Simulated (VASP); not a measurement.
Write the native input for VASP 6.6.1 that does the following.

```
Task                   : single point
Functional             : PBE
Potentials or basis    : VASP PAW PBE potentials, release 64 (Sm_3, Ta_pv, Cl), 4f in core
Cutoff                 : 500 eV
k mesh                 : 6 × 6 × 4
Occupations            : gaussian, width 0.1 eV
Spin                   : no spin polarisation
Dipole correction      : no
Mended                 : yes
Further INCAR settings : ALGO = Normal; EDIFF = 1e-06; NBANDS = 38
```

The structure of SmTa3Cl2 lies in POSCAR:

```
SmTa3Cl2
1.0
    4.8361888763      0.0000000000      0.0000000000
   -2.4180944382      4.1882624244      0.0000000000
    0.0000000000      0.0000000000      6.7004137420
Sm Ta Cl
1 3 2
Direct
    0.6666666667      0.3333333333      0.9486713980
    0.0000000000      0.0000000000      0.5765372644
    0.3333333333      0.6666666667      0.4592693525
    0.6666666667      0.3333333333      0.4855677939
    0.0000000000      0.0000000000      0.9409594438
    0.3333333333      0.6666666667      0.0889947475
```

These files were run (other wordings do the same):

INCAR

```
  PREC = Accurate
  ENCUT = 500
  EDIFF = 1E-6
  ISMEAR = 0
  SIGMA = 0.1
  LREAL = False
  LASPH = True
  NELM = 200
  ALGO = Normal
  ISIF = 2
  LWAVE = False
  LCHARG = True
  GGA = PE
  LELF = True
  LVHAR = True
  NBANDS = 38
  GGA_COMPAT = False
  LMAXMIX = 6
```

KPOINTS

```
Automatic mesh
0
Gamma
  6 6 4
```

Potentials or basis: VASP PAW PBE potentials, release 64 (Sm_3, Ta_pv, Cl), 4f in core.

Run with:

```sh
$ cat potpaw_PBE.64/Sm_3/POTCAR potpaw_PBE.64/Ta_pv/POTCAR potpaw_PBE.64/Cl/POTCAR > POTCAR
$ mpirun -np 1 vasp_std > vasp.out
```

Results of the run:

| Property | Result |
| --- | --- |
| Pressure | 0.0 GPa |
| Largest force | 0.044 eV/Å |
| Band gap on the k mesh | zero (bands 29 and 30 overlap by 0.83 eV) |

Caveat: spin-orbit coupling is left out, which moves the levels of the heavy elements; the 4f electrons are frozen in the core, so they carry no moment and show no levels; the run has no spin polarisation, though such a crystal can be magnetic.

Wall time 3.4 min on 1 thread of Intel(R) Xeon(R) 6975P-C (Granite Rapids), on a shared host, peak memory 0.3 GiB.
